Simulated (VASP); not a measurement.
Set up this calculation in VASP 6.6.1, as the native input.

| Quantity | Value |
| --- | --- |
| Task | relaxation of cell and atoms |
| Functional | PBE |
| Potentials or basis | VASP PAW PBE potentials, release 64 (Ti_sv) |
| Cutoff | 600 eV |
| k mesh | 6 × 6 × 4 |
| Occupations | gaussian, width 0.1 eV |
| Spin | no spin polarisation |
| Dipole correction | no |
| Further INCAR settings | ALGO = Normal; EDIFF = 1e-06; IBRION = 2; EDIFFG = -0.04; NSW = 90; ISIF = 3 |

The structure of Ti lies in POSCAR:

```
Ti
1.0
    3.6460332330      0.0000000000      0.0000000000
   -1.8230166165      3.1575574029      0.0000000000
    0.0000000000      0.0000000000      6.0159548345
Ti
4
Direct
    0.3333333333      0.6666666667      0.4375000000
    0.6666666667      0.3333333333      0.9375000000
    0.6666666667      0.3333333333      0.5625000000
    0.3333333333      0.6666666667      0.0625000000
```

The input as run:

INCAR

```
SYSTEM = Ti
PREC     = Accurate       ! precision mode
ENCUT    = 600            ! plane-wave cutoff, eV
EDIFF    = 1E-6           ! SCF threshold, eV
ISMEAR   = 0              ! smearing method
SIGMA    = 0.1            ! smearing width, eV
LREAL    = .FALSE.        ! projectors in reciprocal space
LASPH    = .TRUE.         ! aspherical terms in the spheres
NELM     = 60             ! most SCF steps
ALGO     = Normal         ! electronic algorithm
ISIF     = 3              ! what is computed and relaxed
LWAVE    = .FALSE.        ! write WAVECAR
LCHARG   = .FALSE.        ! write CHGCAR
GGA      = PE             ! functional
IBRION   = 2              ! ionic algorithm
NSW      = 90             ! ionic steps
EDIFFG   = -0.04          ! ionic threshold
```

KPOINTS

```
Automatic mesh
0
G
  6 6 4
  0 0 0
```

Potentials or basis: VASP PAW PBE potentials, release 64 (Ti_sv).

The run is started by

```sh
$ cat potpaw_PBE.64/Ti_sv/POTCAR > POTCAR
$ mpirun -np 1 vasp_std > vasp.out
```

It gave:

```yaml
Relaxed_volume: 23.51 Å³/atom
Relaxed_cell: a = 4.740 Å, b = 4.740 Å, c = 4.834 Å, α = 90.00°, β = 90.00°, γ = 120.00°
Space_group_after_relaxing_to_0.1_Å: P6/mmm (No. 191)
Energy_gained_by_relaxing: 1092.6 meV/atom
Ionic_steps: 18
Pressure_after_relaxing: 0.0 GPa
Band_gap_on_the_k_mesh: zero (bands 24 and 25 overlap by 0.85 eV)
```

Caveat: the volume moved by over 15 % at a fixed basis, so the end points are rough.

Wall time 6.8 min on 1 thread of AMD EPYC 9R45 96-Core Processor (Zen 5), on a shared host, peak memory 0.19 GiB.
